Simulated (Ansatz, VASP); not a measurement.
# Sn3Te: VASP beside Ansatz

```
Sn Te
1.0
     6.08742    0.00000    0.00000
     0.00000    6.08742    0.00000
     0.00000    0.00000    6.08742
Sn Te
6 2
Direct
  0.25000 0.00000 0.50000
  0.75000 0.00000 0.50000
  0.00000 0.50000 0.25000
  0.00000 0.50000 0.75000
  0.50000 0.75000 0.00000
  0.50000 0.25000 0.00000
  0.00000 0.00000 0.00000
  0.50000 0.50000 0.50000
```

Change from the starting cell: species swapped into the Ta3Sn type (Pm-3n, No. 223).

Alike in both runs: task single point; functional PBE; k mesh 4 × 4 × 4; occupations gaussian, width 0.1 eV; no spin polarisation.

|  | VASP | Ansatz |
| --- | --- | --- |
| version | VASP 6.6.1 | Ansatz 0.2.0 |
| potentials or method | VASP PAW PBE potentials, release 64 (Sn_d, Te), cutoff 520 eV | scalar-relativistic, plane waves, PAW |
| valence electrons in the cell | 96 | 116 |

|  | VASP | Ansatz | Ansatz less VASP |
| --- | --- | --- | --- |
| gap on the k mesh at the Fermi level (eV) | none | none | - |
| pressure (GPa) | 2.0 | 2.0 | +0.03 |

A gap of «none» marks a metal or a gap that the smearing closes. The functional is the same, so the differences come from potentials, cutoffs and numerics. VASP's potentials hold 96 valence electrons a cell and Ansatz's 116, so a difference there can come from the potentials and not from the codes.

Spin-orbit coupling is off throughout.
